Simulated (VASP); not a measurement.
# WC (P-6m2) in VASP: further runs

WC is run at these levels: PBEsol; tasks: single point.

Program: VASP 6.6.1. These are calculated values, not measurements. Logs are shortened: lines on timing, memory, paths and dates and some standing lists are left out, and cuts for length are marked.

### 1 The cell of the first run

Symmetry: P-6m2, No. 187, hexagonal system. Conventional cell: a = 2.841 Å, b = 2.841 Å, c = 2.771 Å, α = 90.00°, β = 90.00°, γ = 120.00°. Within 2.9 Å of W (site symmetry -6m2) lie 6 C at 2.15 Å and 8 W at 2.77 to 2.84 Å. Within 2.9 Å of C (site symmetry -6m2) lie 6 W at 2.15 Å and 8 C at 2.77 to 2.84 Å.

### 2 Single point, PBEsol (9.69 Å³/atom)

Contents of INCAR:

```
SYSTEM = WC
  PREC = Accurate
  ENCUT = 520
  EDIFF = 1E-7
  ISMEAR = -1
  SIGMA = 0.05
  LREAL = .False.
  LASPH = .True.
  NELM = 100
  ALGO = Normal
  ISIF = 2
  LWAVE = .False.
  LCHARG = .True.
  GGA = PS
  LELF = .True.
  LVHAR = .True.
  NBANDS = 16
```

Contents of KPOINTS:

```
regular mesh
0
Gamma
  14 14 13
  0 0 0
```

Contents of POSCAR:

```
WC
1.0
    2.8412909150      0.0000000000      0.0000000000
   -1.4206454575      2.4606301120      0.0000000000
    0.0000000000      0.0000000000      2.7712491016
W C
1 1
Direct
    0.0000000000      0.0000000000      0.0000000000
    0.6666666667      0.3333333333      0.5000000000
```

Potentials or basis: VASP PAW PBE potentials, release 64 (W_sv, C).

Run with:

```
$ cat potpaw_PBE.64/W_sv/POTCAR potpaw_PBE.64/C/POTCAR > POTCAR
$ mpirun -np 1 vasp_std > vasp.out
```

OUTCAR:

```text
SYSTEM = WC
   PREC = Accurate
   ENCUT = 520
   EDIFF = 1E-7
   ISMEAR = -1
   LREAL = .False.
   LASPH = .True.
   NELM = 100
   ISIF = 2
   GGA = PS

 ion  position               nearest neighbor table
   1  0.000  0.000  0.000-   2 2.15   2 2.15   2 2.15   2 2.15   2 2.15   2 2.15
   2  0.667  0.333  0.500-   1 2.15   1 2.15   1 2.15   1 2.15   1 2.15   1 2.15

  LATTYP: Found a hexagonal cell.
 ALAT       =     2.8412909150
 C/A-ratio  =     0.9753485949

  Lattice vectors:

 A1 = (   2.8412909150,   0.0000000000,   0.0000000000)
 A2 = (  -1.4206454575,   2.4606301120,   0.0000000000)
 A3 = (   0.0000000000,   0.0000000000,   2.7712491016)

Analysis of symmetry for initial positions (statically):
=====================================================================
 Subroutine PRICEL returns:
 Original cell was already a primitive cell.

 Routine SETGRP: Setting up the symmetry group for a
 hexagonal supercell.

 Subroutine GETGRP returns: Found 12 space group operations
 (whereof 12 operations were pure point group operations)
 out of a pool of 24 trial point group operations.

The static configuration has the point symmetry D_3h.

Analysis of symmetry for dynamics (positions and initial velocities):
=====================================================================
 Subroutine PRICEL returns:
 Original cell was already a primitive cell.

 Routine SETGRP: Setting up the symmetry group for a
 hexagonal supercell.

 Subroutine GETGRP returns: Found 12 space group operations
 (whereof 12 operations were pure point group operations)
 out of a pool of 24 trial point group operations.

The dynamic configuration has the point symmetry D_3h.

 Subroutine INISYM returns: Found 12 space group operations
 (whereof 12 operations are pure point group operations),
 and found     1 'primitive' translations

----------------------------------------------------------------------------------------

                                     Primitive cell

  volume of cell :      19.3748

  direct lattice vectors                    reciprocal lattice vectors
     2.841290915  0.000000000  0.000000000     0.351952697  0.203199984  0.000000000
    -1.420645458  2.460630112  0.000000000     0.000000000  0.406399968  0.000000000
     0.000000000  0.000000000  2.771249102     0.000000000  0.000000000  0.360848110

  length of vectors
     2.841290915  2.841290915  2.771249102     0.406399969  0.406399968  0.360848110

  position of ions in fractional coordinates (direct lattice)
     0.000000000  0.000000000  0.000000000
     0.666666667  0.333333333  0.500000000

  ion indices of the primitive-cell ions
   primitive index   ion index
                 1           1
                 2           2

----------------------------------------------------------------------------------------

 KPOINTS: regular mesh

Automatic generation of k-mesh.
 Grid dimensions read from file:
 generate k-points for:   14   14   13

 Generating k-lattice:

  Cartesian coordinates                     Fractional coordinates (reciprocal lattice)
     0.025139478  0.014514285  0.000000000     0.071428571 -0.000000000  0.000000000
     0.000000000  0.029028569  0.000000000     0.000000000  0.071428571  0.000000000
     0.000000000  0.000000000  0.027757547     0.000000000  0.000000000  0.076923077

  Length of vectors
     0.029028569  0.029028569  0.027757547

  Shift w.r.t. Gamma in fractional coordinates (k-lattice)
     0.000000000  0.000000000  0.000000000

 Subroutine IBZKPT returns following result:
 ===========================================

 Found    168 irreducible k-points:

 Following reciprocal coordinates:
            Coordinates               Weight
  0.000000  0.000000  0.000000      1.000000
  0.071429  0.000000  0.000000      6.000000
  0.142857  0.000000  0.000000      6.000000
  0.214286  0.000000  0.000000      6.000000
  0.285714  0.000000  0.000000      6.000000
  0.357143  0.000000  0.000000      6.000000
[... 16 lines left out ...]
  0.285714  0.285714  0.000000      6.000000
  0.357143  0.285714  0.000000      6.000000
 [... further k-points ...]
   k-points           NKPTS =    168   k-points in BZ     NKDIM =    168   number of bands    NBANDS=     16
   number of dos      NEDOS =    301   number of ions     NIONS =      2
   total plane-waves  NPLWV =  13824
   dimension x,y,z NGX =    24 NGY =   24 NGZ =   24
   dimension x,y,z NGXF=    48 NGYF=   48 NGZF=   48
   ions per type =               1   1
   NGX,Y,Z   is equivalent  to a cutoff of  14.04, 14.04, 14.40 a.u.
   NGXF,Y,Z  is equivalent  to a cutoff of  28.09, 28.09, 28.79 a.u.
 SYSTEM =  WC
   PREC   = accura    normal or accurate (medium, high low for compatibility)
   ISTART =      0    job   : 0-new  1-cont  2-samecut
   ICHARG =      2    charge: 1-file 2-atom 10-const
   ISPIN  =      1    spin polarized calculation?
   LNONCOLLINEAR =      F non collinear calculations
   LSORBIT =      F    spin-orbit coupling
   LASPH  =      T    aspherical Exc in radial PAW
   ENCUT  =  520.0 eV  38.22 Ry    6.18 a.u.   5.28  5.28  5.15*2*pi/ulx,y,z
   NELM   =    100;   NELMIN=  2; NELMDL= -5     # of ELM steps
   EDIFF  = 0.1E-06   stopping-criterion for ELM
   LREAL  =      F    real-space projection
   EDIFFG = 0.1E-05   stopping-criterion for IOM
   NSW    =      0    number of steps for IOM
   IBRION =     -1    ionic relax: 0-MD 1-quasi-New 2-CG
   NFREE  =      0    steps in history (QN), initial steepest desc. (CG)
   ISIF   =      2    stress and relaxation
   ISYM   =      2    0-nonsym 1-usesym 2-fastsym
   POTIM  = 0.5000    time-step for ionic-motion
   TEBEG  =    0.0;   TEEND  =   0.0 temperature during run
   PSTRESS=    0.0 pullay stress
   NELECT =      18.0000    total number of electrons
   NUPDOWN=      -1.0000    fix difference up-down
   EMIN   =  10.00;   EMAX   =-10.00  energy-range for DOS
   EFERMI =   0.00;   METHOD = LEGACY
   ISMEAR =    -1;   SIGMA  =   0.05  broadening in eV -4-tet -1-fermi 0-gaus
   EFERMI_NEDOS =   21; number of points for ismear=-14 and -15
   IALGO  =     38    algorithm
   IMIX   =      4    mixing-type and parameters
     AMIX     =   0.40;   BMIX     =  1.00
     AMIX_MAG =   1.60;   BMIX_MAG =  1.00
  volume/ion in A,a.u.               =       9.69        65.37
  Fermi-wavevector in a.u.,A,eV,Ry     =   1.597423  3.018691 34.718784  2.551759
  Thomas-Fermi vector in A             =   2.695031
   LORBIT       =      0    0 simple, 1 ext, 2 COOP (PROOUT), +10 PAW based schemes
   GGA     = PS    functional components
   LHFCALC =     F    Hartree Fock is set to
   AEXX    =    0.0000 exact exchange contribution
   IVDW    =     0    specifies the selected vdW correction
   LEPSILON=     F    determine dielectric tensor
   LRPA    =     F    only Hartree local field effects (RPA)
 non-spin polarized calculation
  energy-cutoff  :      520.00
  volume of cell :       19.37
 maximum number of plane-waves:       533
 NGX is ok and might be reduce to    24
   NGX = 11   NGY = 11   NGZ = 11

 number of electron      18.0000000 magnetization

 Free energy of the ion-electron system (eV)
  ---------------------------------------------------
  ext. energy  EPLUGINS =         0.00000000
  ---------------------------------------------------
  free energy    TOTEN  =       -23.78947953 eV

  energy without entropy =      -23.78665864  energy(sigma->0) =      -23.78806908

 E-fermi :  11.9561     XC(G=0): -14.3114

 val. band max:       11.8713170493   @ k =   0.4286   0.0000   0.4615
 cond. band min:      11.9826228369   @ k =   0.3571   0.2143   0.0000
 fundamental gap:      0.1113057877
 Fermi energy:        11.9560552882

 k-point     1 :       0.0000    0.0000    0.0000
  band No.  band energies     occupation
      1     -61.8500      2.00000
      2     -25.8348      2.00000
      3     -25.7055      2.00000
      4     -25.7055      2.00000
      5      -3.0219      2.00000
      6       7.1986      2.00000
[... 8 lines left out ...]
     15      26.9919      0.00000
     16      29.2814      0.00000

 k-point     2 :       0.0714    0.0000    0.0000
  band No.  band energies     occupation
      1     -61.8461      2.00000
      2     -25.8277      2.00000
      3     -25.7609      2.00000
      4     -25.7178      2.00000
      5      -2.8734      2.00000
      6       7.2479      2.00000
[... 8 lines left out ...]
     15      26.6324      0.00000
     16      29.5886      0.00000

 k-point     3 :       0.1429    0.0000    0.0000
  band No.  band energies     occupation
      1     -61.8349      2.00000
      2     -25.9138      2.00000
      3     -25.8075      2.00000
      4     -25.7522      2.00000
      5      -2.4490      2.00000
      6       7.0596      2.00000
[... 8 lines left out ...]
     15      26.1904      0.00000
     16      30.4514      0.00000

 k-point     4 :       0.2143    0.0000    0.0000
  band No.  band energies     occupation
      1     -61.8187      2.00000
      2     -26.1290      2.00000
      3     -25.8014      2.00000
      4     -25.7783      2.00000
      5      -1.8084      2.00000
      6       6.3885      2.00000
[... 8 lines left out ...]
     15      26.1835      0.00000
     16      30.9321      0.00000
[... 324 lines left out ...]
 k-point    22 :       0.3571    0.2143    0.0000
  band No.  band energies     occupation
      1     -61.7630      2.00000
      2     -26.6084      2.00000
      3     -26.2018      2.00000
      4     -25.6772      2.00000
      5       1.1369      2.00000
      6       4.8269      2.00000
[... 8 lines left out ...]
     15      27.7727      0.00000
     16      29.9945      0.00000

 k-point    23 :       0.2857    0.2857    0.0000
  band No.  band energies     occupation
      1     -61.7621      2.00000
      2     -26.5520      2.00000
      3     -26.2753      2.00000
      4     -25.6755      2.00000
      5       1.2298      2.00000
      6       4.9114      2.00000
[... 8 lines left out ...]
     15      28.5077      0.00000
     16      29.6695      0.00000

 k-point    24 :       0.3571    0.2857    0.0000
  band No.  band energies     occupation
      1     -61.7596      2.00000
      2     -26.5208      2.00000
      3     -26.3468      2.00000
      4     -25.6710      2.00000
      5       1.4348      2.00000
      6       4.9408      2.00000
[... 8 lines left out ...]
     15      28.3385      0.00000
     16      29.1940      0.00000

 [... further k-points ...]

------------------------ aborting loop because EDIFF is reached ----------------------------------------

  FORCE on cell =-STRESS in cart. coord.  units (eV):
  Direction    XX          YY          ZZ          XY          YZ          ZX
  --------------------------------------------------------------------------------------
  -------------------------------------------------------------------------------------
  Total        3.3884600      3.3884600      3.9904884     -0.0000000     -0.0000000      0.0000000
  in kB      280.2046532    280.2046532    329.9886723     -0.0000000     -0.0000000      0.0000000
  external PRESSURE =     296.7993262 kB  Pullay stress =       0.0000000 kB

 VOLUME and BASIS-vectors are now :
 -----------------------------------------------------------------------------
  energy-cutoff  :      520.00
  volume of cell :       19.37
      direct lattice vectors                 reciprocal lattice vectors
     2.841290915  0.000000000  0.000000000     0.351952697  0.203199984  0.000000000
    -1.420645458  2.460630112  0.000000000     0.000000000  0.406399968  0.000000000
     0.000000000  0.000000000  2.771249102     0.000000000  0.000000000  0.360848110

 POSITION                                       TOTAL-FORCE (eV/Angst)
 -----------------------------------------------------------------------------------
      0.00000      0.00000      0.00000         0.000000      0.000000      0.000000
      1.42065      0.82021      1.38562        -0.000000      0.000000      0.000000
 -----------------------------------------------------------------------------------
    total drift:                               -0.000000      0.000000      0.000000

  FREE ENERGIE OF THE ION-ELECTRON SYSTEM (eV)
  ---------------------------------------------------
  free  energy   TOTEN  =       -23.7894795312 eV

  energy  without entropy=      -23.7866586367  energy(sigma->0) =      -23.78806908
```

Wall time 34 s (1 thread of Intel Xeon Platinum 8259CL at 2.50GHz (Skylake/Cascade Lake), shared host); peak memory 0.18 GiB.

Results:

| Item | Value |
| --- | --- |
| Free energy | -23.7895 eV |
| Pressure | 29.7 GPa |
| Band gap on the k mesh | zero (bands 9 and 10 overlap by 1.45 eV) |

Levels at points of the mesh, in eV from the Fermi level:
```csv
k point,band 5,band 6,band 7,band 8,band 9,band 10,band 11,band 12,band 13,band 14
"(0.00, 0.00, 0.00)",-14.98,-4.76,-3.65,-3.65,0.13,3.54,3.54,6.03,6.03,6.82
"(0.50, 0.00, 0.00)",-11.39,-7.37,-3.94,-3.94,-0.49,2.54,4.95,5.37,7.28,10.22
```

Caveat: the cell stands under pressure; the PAW data sets were made with another functional, which shifts forces and pressure a little; spin-orbit coupling is left out, which moves the levels of the heavy elements.

### 3 Single point, PBEsol (9.89 Å³/atom)

This run uses another cell than the first one, of 9.89 Å³/atom.

Contents of INCAR:

```
PREC = Accurate
ENCUT = 520
EDIFF = 1E-6
ISMEAR = -1
SIGMA = 0.05
LREAL = False
LASPH = True
NELM = 100
ALGO = Normal
ISIF = 2
LWAVE = False
LCHARG = False
GGA = PS
NBANDS = 16
```

Contents of KPOINTS:

```
regular mesh
0
Gamma
  14 14 13
```

Contents of POSCAR:

```
WC
1.0
    2.8613006652      0.0000000000      0.0000000000
   -1.4306503326      2.4779590640      0.0000000000
    0.0000000000      0.0000000000      2.7907655833
W C
1 1
Direct
    0.0000000000      0.0000000000      0.0000000000
    0.6666666667      0.3333333333      0.5000000000
```

Potentials or basis: VASP PAW PBE potentials, release 64 (W_sv, C).

Run with:

```
$ cat potpaw_PBE.64/W_sv/POTCAR potpaw_PBE.64/C/POTCAR > POTCAR
$ mpirun -np 1 vasp_std > vasp.out
```

OUTCAR:

```text
PREC = Accurate
   ENCUT = 520
   EDIFF = 1E-6
   ISMEAR = -1
   LREAL = False
   LASPH = True
   NELM = 100
   ISIF = 2
   GGA = PS

 ion  position               nearest neighbor table
   1  0.000  0.000  0.000-   2 2.16   2 2.16   2 2.16   2 2.16   2 2.16   2 2.16
   2  0.667  0.333  0.500-   1 2.16   1 2.16   1 2.16   1 2.16   1 2.16   1 2.16

  LATTYP: Found a hexagonal cell.
 ALAT       =     2.8613006652
 C/A-ratio  =     0.9753485949

  Lattice vectors:

[... 641 lines left out ...]
 [... further k-points ...]

------------------------ aborting loop because EDIFF is reached ----------------------------------------

  FORCE on cell =-STRESS in cart. coord.  units (eV):
  Direction    XX          YY          ZZ          XY          YZ          ZX
  --------------------------------------------------------------------------------------
  -------------------------------------------------------------------------------------
  Total        2.1985043      2.1985043      2.6168325      0.0000000      0.0000000      0.0000000
  in kB      178.0151349    178.0151349    211.8875894      0.0000000      0.0000000      0.0000000
  external PRESSURE =     189.3059530 kB  Pullay stress =       0.0000000 kB

 VOLUME and BASIS-vectors are now :
 -----------------------------------------------------------------------------
  energy-cutoff  :      520.00
  volume of cell :       19.79
      direct lattice vectors                 reciprocal lattice vectors
     2.861300665  0.000000000  0.000000000     0.349491409  0.201778959  0.000000000
    -1.430650333  2.477959064  0.000000000     0.000000000  0.403557918  0.000000000
     0.000000000  0.000000000  2.790765583     0.000000000  0.000000000  0.358324614

 POSITION                                       TOTAL-FORCE (eV/Angst)
 -----------------------------------------------------------------------------------
      0.00000      0.00000      0.00000         0.000000     -0.000000      0.000000
      1.43065      0.82599      1.39538        -0.000000      0.000000      0.000000
 -----------------------------------------------------------------------------------
    total drift:                               -0.000000      0.000000      0.000000

  FREE ENERGIE OF THE ION-ELECTRON SYSTEM (eV)
  ---------------------------------------------------
  free  energy   TOTEN  =       -23.8520721496 eV

  energy  without entropy=      -23.8493302095  energy(sigma->0) =      -23.85070118
```

It took 40 s on 1 thread of Intel Xeon Platinum 8259CL at 2.50GHz (Skylake/Cascade Lake), shared host; peak memory 0.18 GiB.

What came out:

| Property | Result |
| --- | --- |
| Free energy | -23.8521 eV |
| Pressure | 18.9 GPa |
| Band gap on the k mesh | zero (bands 9 and 10 overlap by 1.41 eV) |

Caveat: the cell stands under pressure; the PAW data sets were made with another functional, which shifts forces and pressure a little; spin-orbit coupling is left out, which moves the levels of the heavy elements.

### 4 Single point, PBEsol (equal xx and yy strain of -1 %)

Contents of INCAR:

```
SYSTEM = WC
ALGO     = Normal         ! electronic algorithm
EDIFF    = 1E-7           ! SCF threshold, eV
ENCUT    = 520            ! plane-wave cutoff, eV
GGA      = PS             ! functional
ISIF     = 2              ! what is computed and relaxed
ISMEAR   = -1             ! smearing method
LASPH    = .TRUE.         ! aspherical terms in the spheres
LCHARG   = .FALSE.        ! write CHGCAR
LREAL    = .FALSE.        ! projectors in reciprocal space
LWAVE    = .FALSE.        ! write WAVECAR
NBANDS   = 16             ! bands
NELM     = 100            ! most SCF steps
PREC     = Accurate       ! precision mode
SIGMA    = 0.05           ! smearing width, eV
```

Contents of KPOINTS:

```
k-points
0
G
  14 14 13
  0 0 0
```

Contents of POSCAR:

```
WC
1.0
    2.8714964216      0.0000000000      0.0000000000
   -1.4357482108      2.4867888480      0.0000000000
    0.0000000000      0.0000000000      2.8290000000
W C
1 1
Direct
    0.0000000000      0.0000000000      0.0000000000
    0.6666666667      0.3333333333      0.5000000000
```

Run with:

```
$ cat potpaw_PBE.64/W_sv/POTCAR potpaw_PBE.64/C/POTCAR > POTCAR
$ mpirun -np 1 vasp_std > vasp.out
```

It took 39 s on 1 thread of Intel Xeon Platinum 8259CL at 2.50GHz (Skylake/Cascade Lake), shared host; peak memory 0.18 GiB.

Results (log left out):

| Item | Value |
| --- | --- |
| Free energy | -23.8868 eV |
| Pressure | 8.8 GPa |
| Band gap on the k mesh | zero (bands 9 and 10 overlap by 1.31 eV) |

Stress tensor (GPa, compression positive):
```
10.78  0.00  0.00
 0.00 10.78  0.00
 0.00  0.00  4.90
```

Levels at points of the mesh, in eV from the Fermi level:
| k point | band 7 | band 8 | band 9 | band 10 | band 11 | band 12 |
| --- | --- | --- | --- | --- | --- | --- |
| (0.00, 0.00, 0.00) | -3.37 | -3.37 | 0.03 | 3.34 | 3.34 | 5.77 |
| (0.50, 0.00, 0.00) | -3.84 | -3.72 | -0.39 | 2.38 | 4.77 | 5.20 |

Caveat: the cell differs from its parent crystal (equal xx and yy strain of -1 %); the cell stands under pressure; the PAW data sets were made with another functional, which shifts forces and pressure a little; spin-orbit coupling is left out, which moves the levels of the heavy elements.

(Continued in part 2 of 2.)
